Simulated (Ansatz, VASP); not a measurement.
# One calculation of Ir, two programs

```
Ir
1.0
     2.90415    0.00000    0.00000
    -1.45207    2.51506    0.00000
     0.00000    0.00000    4.70394
Ir
2
Cartesian
  0.0000 1.6767 1.1760
  1.4521 0.8384 3.5280
```

Alike in both runs: task single point; functional BLYP; k mesh 15 × 15 × 8; occupations fermi-dirac, width 0.1 eV; no spin polarisation.

```csv
,VASP,Ansatz
version,VASP 6.6.1,Ansatz 0.2.0
potentials or method,"VASP PAW PBE potentials, release 64 (Ir), cutoff 520 eV","plane waves (420 eV) with PAW, scalar-relativistic"
valence electrons in the cell,18,34
```

VASP gave:

```
pressure (GPa)                                                : -22.8
traceless stress, the component that is largest in VASP (GPa) : -0.54
```

Question: What did Ansatz give for the same quantities?

Answer: Pressure (GPa): -24.2; traceless stress, the component that is largest in VASP (GPa): -0.55.

VASP's potentials were made for PBE, not for BLYP. VASP's potentials hold 18 valence electrons a cell and Ansatz's 34, so a difference there can come from the potentials and not from the codes.

Neither program's run includes spin-orbit coupling.
